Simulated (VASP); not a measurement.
# Na32F31 (a cell with a defect) in VASP: single point with PBEsol

Aim: the single point of Na32F31 (a cell with a defect) with PBEsol.

All numbers are computed with VASP 6.6.1; they aren't measurements. Logs are shortened: lines on timing, memory, paths and dates and some standing lists are left out, and cuts for length are marked.

**1. The cell of the first run**

The cell holds a defect, 63 atoms: a = 9.260 Å, b = 9.260 Å, c = 9.260 Å, α = 90.00°, β = 90.00°, γ = 90.00°.

**2. Single point, PBEsol**

The input, INCAR:

```
ALGO     = Normal         # electronic algorithm
EDIFF    = 1E-7           # SCF threshold, eV
ENCUT    = 520            # plane-wave cutoff, eV
GGA      = PS             # functional
ISIF     = 2              # what is computed and relaxed
ISMEAR   = -1             # smearing method
ISYM     = 0            
LASPH    = True           # aspherical terms in the spheres
LCHARG   = True           # write CHGCAR
LELF     = True           # ELF
LREAL    = Auto         
LVHAR    = True         
LWAVE    = False          # write WAVECAR
NBANDS   = 258            # bands
NELECT   = 440.0        
NELM     = 60             # most SCF steps
PREC     = Accurate       # precision mode
SIGMA    = 0.05           # smearing width, eV
```

The input, KPOINTS:

```
Automatic mesh
0
Gamma
  1 1 1
  0.25 0.25 0.25
```

The input, POSCAR:

```
Na32F31
1.0
    9.2600000000      0.0000000000      0.0000000000
    0.0000000000      9.2600000000      0.0000000000
    0.0000000000      0.0000000000      9.2600000000
F Na
31 32
Direct
    0.2499540000      0.9999370000      0.0000380000
    0.2499760000      0.9999520000      0.5000130000
    0.2499350000      0.4999400000      0.0000220000
    0.7499590000      0.9999390000      0.0000100000
    0.7499500000      0.9999400000      0.5000210000
    0.7499580000      0.4999370000      0.0000100000
    0.7499490000      0.4999230000      0.5000130000
    0.0013020000      0.2512970000      0.0000160000
    0.0059030000      0.2559120000      0.5000230000
    0.0013130000      0.7485830000      0.0000160000
    0.0059380000      0.7439660000      0.5000210000
    0.4985800000      0.2512970000      0.0000360000
    0.4939570000      0.2559110000      0.5000360000
    0.4985990000      0.7485700000      0.0000380000
    0.4939990000      0.7439650000      0.5000310000
    0.0013090000      0.9999380000      0.2513810000
    0.0013380000      0.9999390000      0.7486540000
    0.0059010000      0.4999340000      0.2559680000
    0.0059560000      0.4999380000      0.7440160000
    0.4985940000      0.9999330000      0.2513820000
    0.4986010000      0.9999360000      0.7486680000
    0.4939740000      0.4999250000      0.2560120000
    0.4939900000      0.4999270000      0.7440630000
    0.2499220000      0.2559130000      0.2560030000
    0.2499570000      0.2559060000      0.7440670000
    0.2499440000      0.7439580000      0.2560110000
    0.2499830000      0.7439720000      0.7440650000
    0.7499350000      0.2512870000      0.2513800000
    0.7499430000      0.2513000000      0.7486560000
    0.7499570000      0.7485740000      0.2513810000
    0.7499630000      0.7485710000      0.7486540000
    0.9989030000      0.9999420000      0.0000280000
    0.9977180000      0.9999400000      0.5000170000
    0.9977100000      0.4999410000      0.0000530000
    0.9818650000      0.4999480000      0.4999870000
    0.5009960000      0.9999460000      0.0000310000
    0.5021820000      0.9999560000      0.5000250000
    0.5021900000      0.4999310000      0.0000020000
    0.5180340000      0.4999500000      0.5000630000
    0.2499380000      0.2476940000      0.0000290000
    0.2499210000      0.2318770000      0.5000400000
    0.2499490000      0.7521870000      0.0000390000
    0.2499670000      0.7680290000      0.5000460000
    0.7499420000      0.2488840000      0.0000250000
    0.7499370000      0.2477040000      0.5000200000
    0.7499610000      0.7509910000      0.0000280000
    0.7499420000      0.7521860000      0.5000170000
    0.2499480000      0.9999470000      0.2477940000
    0.2499680000      0.9999590000      0.7522660000
    0.2499500000      0.4999280000      0.2319420000
    0.2499570000      0.4999390000      0.7681050000
    0.7499500000      0.9999250000      0.2489770000
    0.7499610000      0.9999420000      0.7510660000
    0.7499070000      0.4999350000      0.2477800000
    0.7499880000      0.4999400000      0.7522520000
    0.9993030000      0.2493100000      0.2493930000
    0.9993220000      0.2493260000      0.7506620000
    0.9993210000      0.7505680000      0.2494000000
    0.9993400000      0.7505690000      0.7506580000
    0.5005570000      0.2493020000      0.2494190000
    0.5005850000      0.2493110000      0.7506550000
    0.5005670000      0.7505610000      0.2494000000
    0.5006000000      0.7505680000      0.7506670000
```

Potentials or basis: VASP PAW PBE potentials, release 64 (F, Na_pv).

On the command line:

```sh
cat potpaw_PBE.64/F/POTCAR potpaw_PBE.64/Na_pv/POTCAR > POTCAR
mpirun -np 1 vasp_std > vasp.out
```

OUTCAR:

```text
EDIFF = 1E-7
   ENCUT = 520
   GGA = PS
   ISIF = 2
   ISMEAR = -1
   ISYM = 0
   LASPH = True
   LREAL = Auto
   NELECT = 440.0
   NELM = 60
   PREC = Accurate

 ion  position               nearest neighbor table
   1  0.250  1.000  0.000-  42 2.29  48 2.29  40 2.29  49 2.29  36 2.32  32 2.32
   2  0.250  1.000  0.500-  43 2.15  41 2.15  37 2.34  48 2.34  49 2.34  33 2.34
   3  0.250  0.500  0.000-  51 2.15  50 2.15  34 2.34  40 2.34  42 2.34  38 2.34
   4  0.750  1.000  0.000-  53 2.31  32 2.31  44 2.31  46 2.31  36 2.31  52 2.31
   5  0.750  1.000  0.500-  47 2.29  45 2.29  33 2.29  37 2.29  52 2.32  53 2.32
   6  0.750  0.500  0.000-  34 2.29  55 2.29  38 2.29  54 2.29  44 2.32  46 2.32
   7  0.750  0.500  0.500-  39 2.15  35 2.15  45 2.34  54 2.34  55 2.34  47 2.34
   8  0.001  0.251  0.000-  40 2.30  34 2.30  57 2.31  56 2.31  32 2.33  44 2.33
   9  0.006  0.256  0.500-  41 2.27  35 2.27  56 2.32  57 2.32
  10  0.001  0.749  0.000-  42 2.30  34 2.30  59 2.31  58 2.31  46 2.33  32 2.33
  11  0.006  0.744  0.500-  35 2.27  43 2.27  58 2.32  59 2.32
  12  0.499  0.251  0.000-  38 2.30  40 2.30  61 2.31  60 2.31  36 2.33  44 2.33
  13  0.494  0.256  0.500-  41 2.27  39 2.27  60 2.32  61 2.32
  14  0.499  0.749  0.000-  38 2.30  42 2.30  62 2.31  63 2.31  46 2.33  36 2.33
  15  0.494  0.744  0.500-  39 2.27  43 2.27  62 2.32  63 2.32
  16  0.001  1.000  0.251-  33 2.30  48 2.30  58 2.31  56 2.31  32 2.33  52 2.33
  17  0.001  1.000  0.749-  49 2.30  33 2.30  59 2.31  57 2.31  32 2.33  53 2.33
[... 32 lines left out ...]
  50  0.250  0.500  0.232-   3 2.15  24 2.27  22 2.27  26 2.27  18 2.27
  51  0.250  0.500  0.768-   3 2.15  19 2.27  25 2.27  27 2.27  23 2.27
  52  0.750  1.000  0.249-   4 2.31   5 2.32  30 2.33  20 2.33  16 2.33  28 2.33
  53  0.750  1.000  0.751-   4 2.31   5 2.32  29 2.33  21 2.33  31 2.33  17 2.33
  54  0.750  0.500  0.248-   6 2.29  30 2.30  28 2.30   7 2.34
  55  0.750  0.500  0.752-   6 2.29  31 2.30  29 2.30   7 2.34
  56  0.999  0.249  0.249-  28 2.31  16 2.31   8 2.31  24 2.32  18 2.32   9 2.32
  57  0.999  0.249  0.751-   8 2.31  29 2.31  17 2.31  19 2.32  25 2.32   9 2.32
  58  0.999  0.751  0.249-  30 2.31  16 2.31  10 2.31  11 2.32  26 2.32  18 2.32
  59  0.999  0.751  0.751-  10 2.31  17 2.31  31 2.31  19 2.32  11 2.32  27 2.32
  60  0.501  0.249  0.249-  20 2.31  28 2.31  12 2.31  13 2.32  22 2.32  24 2.32
  61  0.501  0.249  0.751-  29 2.31  21 2.31  12 2.31  23 2.32  13 2.32  25 2.32
  62  0.501  0.751  0.249-  14 2.31  20 2.31  30 2.31  26 2.32  15 2.32  22 2.32
  63  0.501  0.751  0.751-  31 2.31  21 2.31  14 2.31  27 2.32  15 2.32  23 2.32

IMPORTANT INFORMATION: All symmetrisations will be switched off!
NOSYMM: (Re-)initialisation of all symmetry stuff for point group C_1.

----------------------------------------------------------------------------------------

                                     Primitive cell

  volume of cell :     794.0228

  direct lattice vectors                    reciprocal lattice vectors
     9.260000000  0.000000000  0.000000000     0.107991361  0.000000000  0.000000000
[... 203 lines left out ...]
   EFERMI_NEDOS =   21; number of points for ismear=-14 and -15
   IALGO  =     38    algorithm
   IMIX   =      4    mixing-type and parameters
     AMIX     =   0.40;   BMIX     =  1.00
     AMIX_MAG =   1.60;   BMIX_MAG =  1.00
  volume/ion in A,a.u.               =      12.60        85.05
  Fermi-wavevector in a.u.,A,eV,Ry     =   1.344667  2.541052 24.601092  1.808129
  Thomas-Fermi vector in A             =   2.472642
   LORBIT       =      0    0 simple, 1 ext, 2 COOP (PROOUT), +10 PAW based schemes
   GGA     = PS    functional components
   LHFCALC =     F    Hartree Fock is set to
   AEXX    =    0.0000 exact exchange contribution
   IVDW    =     0    specifies the selected vdW correction
   LEPSILON=     F    determine dielectric tensor
   LRPA    =     F    only Hartree local field effects (RPA)
 non-spin polarized calculation
  energy-cutoff  :      520.00
  volume of cell :      794.02
 maximum number of plane-waves:     21404
 NGX is ok and might be reduce to    70
   NGX = 35   NGY = 35   NGZ = 35

 number of electron     439.9999612 magnetization

 Free energy of the ion-electron system (eV)
  ---------------------------------------------------
  ext. energy  EPLUGINS =         0.00000000
  ---------------------------------------------------
  free energy    TOTEN  =      -275.33322372 eV

  energy without entropy =     -275.33322372  energy(sigma->0) =     -275.33322372

 E-fermi :  -0.8487     XC(G=0):  -9.2111

 val. band max:       -2.1881013282   @ k =   0.2500  -0.2500   0.2500
 cond. band min:       3.7824257562   @ k =   0.2500   0.2500   0.2500
 fundamental gap:      5.9705270844
 Fermi energy:        -0.8486706363

 k-point     1 :       0.2500    0.2500    0.2500
  band No.  band energies     occupation
      1     -21.9582      2.00000
      2     -21.9333      2.00000
      3     -21.9331      2.00000
      4     -21.8315      2.00000
      5     -21.8268      2.00000
      6     -21.8268      2.00000
[... 929 lines left out ...]
    231       7.5590      0.00000
    232       8.0355      0.00000
 [bands above 232 left out]

------------------------ aborting loop because EDIFF is reached ----------------------------------------

  FORCE on cell =-STRESS in cart. coord.  units (eV):
  Direction    XX          YY          ZZ          XY          YZ          ZX
  --------------------------------------------------------------------------------------
  -------------------------------------------------------------------------------------
  Total       -3.6335081     -3.6289257     -3.6309901      0.0011086     -0.0016112     -0.0002066
  in kB       -7.3316842     -7.3224380     -7.3266035      0.0022369     -0.0032511     -0.0004169
  external PRESSURE =      -7.3269086 kB  Pullay stress =       0.0000000 kB

 VOLUME and BASIS-vectors are now :
 -----------------------------------------------------------------------------
  energy-cutoff  :      520.00
  volume of cell :      794.02
      direct lattice vectors                 reciprocal lattice vectors
     9.260000000  0.000000000  0.000000000     0.107991361  0.000000000  0.000000000
     0.000000000  9.260000000  0.000000000     0.000000000  0.107991361  0.000000000
     0.000000000  0.000000000  9.260000000     0.000000000  0.000000000  0.107991361

 POSITION                                       TOTAL-FORCE (eV/Angst)
 -----------------------------------------------------------------------------------
      2.31457      9.25942      0.00035        -0.000547     -0.000393      0.000203
      2.31478      9.25956      4.63012        -0.000848     -0.000439      0.000420
      2.31440      4.62944      0.00020        -0.000287     -0.000536      0.000434
      6.94462      9.25944      0.00009        -0.000615     -0.000602      0.000388
      6.94454      9.25944      4.63019        -0.000477     -0.000467      0.000179
      6.94461      4.62942      0.00009        -0.000650     -0.000559      0.000252
[... 55 lines left out ...]
      4.63525      6.95019      2.30944         0.000736      0.000027      0.000087
      4.63556      6.95026      6.95118         0.000323      0.000068     -0.000149
 -----------------------------------------------------------------------------------
    total drift:                               -0.003184     -0.010342      0.003411

  FREE ENERGIE OF THE ION-ELECTRON SYSTEM (eV)
  ---------------------------------------------------
  free  energy   TOTEN  =      -275.3332237151 eV

  energy  without entropy=     -275.3332237151  energy(sigma->0) =     -275.33322372
```

It took 26 min on 1 thread of Intel Xeon Platinum 8375C at 2.90GHz (Ice Lake), shared host; peak memory 0.97 GiB.

Results:

```
Free energy   : -275.3332 eV
Largest force : 0.018 eV/Å
```

Forces on the atoms (eV/Å):
```
F   -0.001  0.000  0.000
F   -0.001  0.000  0.000
F    0.000 -0.001  0.000
F   -0.001 -0.001  0.000
F    0.000  0.000  0.000
F   -0.001 -0.001  0.000
F   -0.001  0.000  0.000
F   -0.002 -0.002  0.000
F   -0.002 -0.002  0.000
F   -0.003  0.001  0.000
F   -0.002  0.002  0.000
F    0.003 -0.002  0.000
F    0.002 -0.001  0.000
F    0.003  0.002  0.000
F    0.001  0.002  0.000
F   -0.002  0.000 -0.002
F   -0.003  0.000  0.002
F   -0.002  0.000 -0.001
F   -0.002  0.000  0.002
F    0.003  0.000 -0.002
F    0.003  0.001  0.002
F    0.001  0.000 -0.001
F    0.002  0.000  0.001
F    0.001 -0.003 -0.005
F    0.001 -0.003  0.005
F    0.001  0.004 -0.003
F    0.000  0.005  0.002
F    0.000 -0.001  0.000
F    0.000 -0.001  0.000
F   -0.001  0.000 -0.001
F    0.000  0.000  0.001
Na   0.002  0.000  0.000
Na   0.001  0.000  0.000
Na   0.001  0.000 -0.001
Na   0.018  0.000  0.000
Na  -0.002  0.000  0.000
Na  -0.001  0.000  0.000
Na  -0.001  0.000  0.001
Na  -0.018  0.000 -0.001
Na   0.000  0.002  0.000
Na   0.000  0.018  0.000
Na   0.000 -0.002  0.000
Na   0.000 -0.018  0.000
Na   0.000  0.002  0.000
Na   0.000  0.002  0.000
Na   0.000 -0.001  0.000
Na   0.000 -0.002  0.000
Na   0.000  0.000  0.002
Na   0.000  0.000 -0.002
Na   0.000  0.000  0.018
Na   0.000  0.000 -0.018
Na   0.000  0.000  0.001
Na   0.000  0.000 -0.001
Na   0.001  0.000  0.002
Na   0.000  0.000 -0.002
Na   0.000  0.000  0.000
Na   0.000  0.000 -0.001
Na   0.000  0.000  0.000
Na   0.000  0.000  0.000
Na   0.001  0.000  0.000
Na   0.000  0.000  0.000
Na   0.001  0.000  0.000
Na   0.000  0.000  0.000
```

Levels at points of the mesh, in eV from the Fermi level:
| k point | band 216 | band 217 | band 218 | band 219 | band 220 | band 221 | band 222 | band 223 | band 224 | band 225 |
| --- | --- | --- | --- | --- | --- | --- | --- | --- | --- | --- |
| (0.25, 0.25, 0.25) | -1.45 | -1.45 | -1.44 | -1.34 | -1.34 | 4.63 | 5.79 | 6.53 | 6.53 | 7.13 |

Caveat: the cell carries a net charge on a neutralising background, which shifts energy and pressure; the cell is charged against a uniform background, so pressure and absolute levels hang on convention; the PAW data sets were made with another functional, which shifts forces and pressure a little.
